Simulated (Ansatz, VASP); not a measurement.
One calculation of CaO, two programs

```
Ca O
1.0
     0.00000    2.35400    2.35400
     2.35400    0.00000    2.35400
     2.35400    2.35400    0.00000
Ca O
1 1
Direct
  0.00000 0.00000 0.00000
  0.50000 0.50000 0.50000
```

Alike in both runs: functional LDA; k mesh 8 × 8 × 8; occupations gaussian, width 0.1 eV; no spin polarisation.

Ansatz relaxed the structure, and its values are those at the end. VASP's run is a single point on that final structure, the one shown.

|  | VASP | Ansatz |
| --- | --- | --- |
| version | VASP 6.6.1 | Ansatz 0.2.0 |
| potentials or method | VASP PAW LDA potentials, release 64 (Ca_sv, O), cutoff 600 eV | scalar-relativistic, plane waves, PAW |
| valence electrons in the cell | 16 | 16 |

|  | VASP | Ansatz | Ansatz less VASP |
| --- | --- | --- | --- |
| gap on the k mesh at the Fermi level (eV) | 3.42 | 3.45 | +0.030 |
| least direct gap on the mesh (eV) | 3.78 | 3.81 | +0.030 |
| pressure (GPa) | 0.8 | 0.0 | -0.85 |

LDA's correlation is that of Perdew and Zunger in VASP and of Perdew and Wang (1992) in Ansatz.
